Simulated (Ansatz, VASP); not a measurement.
## One calculation of Sn, two programs

```
Sn
1.0
     0.00000    3.23334    3.23334
     3.23334    0.00000    3.23334
     3.23334    3.23334    0.00000
Sn
2
Direct
  0.75000 0.75000 0.75000
  0.50000 0.50000 0.50000
```

Alike in both runs: functional PBEsol; k mesh 5 × 5 × 5; occupations fermi-dirac, width 0.05 eV; no spin polarisation.

```csv
,VASP,Ansatz
version,VASP 6.6.1,Ansatz 0.2.0
potentials or method,"VASP PAW PBE potentials, release 64 (Sn_d), cutoff 500 eV","all-electron LAPW, scalar-relativistic"
task,single point,band structure
```

Ansatz gave:

- gap on the k mesh at the Fermi level (eV): none
- pressure (GPa): 1.8

Q: Which values does VASP return?

A: gap on the k mesh at the Fermi level (eV): none; pressure (GPa): 1.7.

VASP's potentials were made for PBE, not for PBEsol. A gap of «none» marks a metal or a gap that the smearing closes. Ansatz ran all-electron here, and VASP with PAW potentials.

Noted on Ansatz's run: the k mesh is thin for a metal, which can move the energy by tens of meV per atom.
